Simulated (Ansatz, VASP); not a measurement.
## BaTiO3 in VASP and in Ansatz

File POSCAR:

```
BaTiO3
1.0
    4.0060000000      0.0000000000      0.0000000000
    0.0000000000      4.0060000000      0.0000000000
    0.0000000000      0.0000000000      4.0060000000
Ba Ti O
1 1 3
Direct
    0.5000000000      0.5000000000      0.5000000000
    0.0000000000      0.0000000000      0.0000000000
    0.0000000000      0.0000000000      0.5000000000
    0.0000000000      0.5000000000      0.0000000000
    0.5000000000      0.0000000000      0.0000000000
```

INCAR.step1

```
SYSTEM = BaTiO3
ALGO = Normal
EDIFF = 1E-4
ENCUT = 600
GGA = PE
ISMEAR = -1
LASPH = .TRUE.
LCHARG = .FALSE.
LREAL = .FALSE.
LWAVE = .TRUE.
NELM = 100
PREC = Accurate
SIGMA = 0.05
```

INCAR.step2

```
SYSTEM = BaTiO3
ALGO = Normal
EDIFF = 1E-6
EDIFFG = -0.01
ENCUT = 600
IBRION = 2
ISIF = 3
ISMEAR = -1
ISTART = 1
LASPH = .TRUE.
LCHARG = .FALSE.
LMIXTAU = .TRUE.
LREAL = .FALSE.
LWAVE = .FALSE.
METAGGA = R2SCAN
NELM = 100
NSW = 60
PREC = Accurate
SIGMA = 0.05
```

KPOINTS

```
k-points
0
G
  7 7 7
  0 0 0
```

File input.yaml:

```yaml
crystal:
  lattice:
    - [4.006, 0.0, 0.0]
    - [0.0, 4.006, 0.0]
    - [0.0, 0.0, 4.006]
  atoms:
    - { symbol: Ba, position: [0.5, 0.5, 0.5] }
    - { symbol: Ti, position: [0.0, 0.0, 0.0] }
    - { symbol: O, position: [0.0, 0.0, 0.5] }
    - { symbol: O, position: [0.0, 0.5, 0.0] }
    - { symbol: O, position: [0.5, 0.0, 0.0] }
hamiltonian:
  xc: r2scan
  pseudopotentials: { kind: paw }
kpoints:
  mp_grid: { grid: [7, 7, 7] }
scf:
  occupations: { method: fermi_dirac, width: 0.05 }
output:
  forces: true
  stress: true
  eigenvalues: true
  write_density: true
  write_potential: true
  elf: true
  volumetric_format: npy
relax:
  f_tol: 0.01
  max_steps: 40
  cell: { stress_tol: 0.05 }
```

Alike in both runs: task relaxation of cell and atoms; functional r2SCAN; k mesh 7 × 7 × 7; occupations fermi-dirac, width 0.05 eV; no spin polarisation.

|  | VASP | Ansatz |
| --- | --- | --- |
| version | VASP 6.6.1 | Ansatz 0.2.0 |
| potentials or method | VASP PAW PBE potentials, release 64 (Ba_sv, Ti_sv, O) | Ansatz PAW |
| plane-wave cutoff (eV) | 600 | 500 |
| valence electrons in the cell | 40 | 40 |

```tsv
	VASP	Ansatz	Ansatz less VASP
gap on the k mesh at the Fermi level, each at its own relaxed structure (eV)	2.19	2.24	+0.048
relaxed volume (Å³/atom)	12.87	12.74	-0.129
relaxed cell length with the largest relative difference (Å)	4.007	3.994	-0.0134
```

VASP's potentials were made for PBE, not for r2SCAN.

Neither program's run includes spin-orbit coupling. Noted on Ansatz's run: odd divisions of the mesh miss points on the zone boundary, where band edges often lie, so the gap on the mesh can be too wide; the plane-wave basis is chosen anew once the cell has moved, so the energies of steps on either side of that aren't comparable.
